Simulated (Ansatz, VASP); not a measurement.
BaZrO3 in VASP and in Ansatz

```
Ba Zr O
1.0
     4.18072    0.00000    0.00000
     0.00000    4.18072    0.00000
     0.00000    0.00000    4.18072
Ba Zr O
1 1 3
Cartesian
  0.0000 0.0000 0.0000
  2.0904 2.0904 2.0904
  2.0904 2.0904 0.0000
  0.0000 2.0904 2.0904
  2.0904 0.0000 2.0904
```

Alike in both runs: functional PBEsol; k mesh 6 × 6 × 6; occupations gaussian, width 0.02 eV; no spin polarisation.

Ansatz relaxed the structure, and its values are those at the end. VASP's run is a single point on that final structure, the one shown.

|  | VASP | Ansatz |
| --- | --- | --- |
| version | VASP 6.6.1 | Ansatz 0.2.0 |
| potentials or method | VASP PAW PBE potentials, release 64 (Ba_sv, Zr_sv, O), cutoff 600 eV | scalar-relativistic, plane waves, PAW |
| valence electrons in the cell | 40 | 40 |

|  | VASP | Ansatz | Ansatz less VASP |
| --- | --- | --- | --- |
| gap on the k mesh at the Fermi level (eV) | 3.12 | 3.18 | +0.058 |
| least direct gap on the mesh (eV) | 3.34 | 3.36 | +0.024 |
| pressure (GPa) | 1.0 | 0.0 | -1.03 |

VASP's potentials were made for PBE, not for PBEsol, and Ansatz warns of the same on its side. The functional is the same, so the differences come from potentials, cutoffs and numerics.

Spin-orbit coupling is off throughout.
